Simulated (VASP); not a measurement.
Input of a VASP 6.6.1 run:

File INCAR:

```
SYSTEM = W
PREC = Accurate
ENCUT = 520
EDIFF = 1E-6
ISMEAR = 0
SIGMA = 0.15
LREAL = .False.
LASPH = .True.
NELM = 100
ALGO = Fast
ISIF = 2
LWAVE = .False.
LCHARG = .False.
GGA = CA
NBANDS = 13
```

The input KPOINTS:

```
Automatic mesh
0
Gamma
  20 20 20
  0 0 0
```

File POSCAR:

```
W
1.0
   -0.1489859088      1.9864787842      1.9864787842
    1.8374928754      0.0000000000      1.8374928754
    1.9864787842      1.9864787842     -0.1489859088
W
1
Direct
    0.0000000000      0.0000000000      0.0000000000
```

Potentials or basis: VASP PAW LDA potentials, release 64 (W_sv).

The run is started by

```sh
$ cat potpaw_LDA.64/W_sv/POTCAR > POTCAR
$ mpirun -np 1 vasp_std > vasp.out
```

Question: Predict the band gap on the k mesh.

Answer: Zero (bands 7 and 8 overlap by 4.55 eV).

Question: Predict the pressure.

Answer: 7.6 GPa.

Stress tensor (GPa, compression positive):
```
6.52 0.00 6.18
0.00 9.70 0.00
6.18 0.00 6.52
```

Caveat: the cell differs from its parent crystal (engineering shear strain xz -0.1500, normal strain along z +0.0000); the cell stands under pressure; spin-orbit coupling is left out, which moves the levels of the heavy elements.
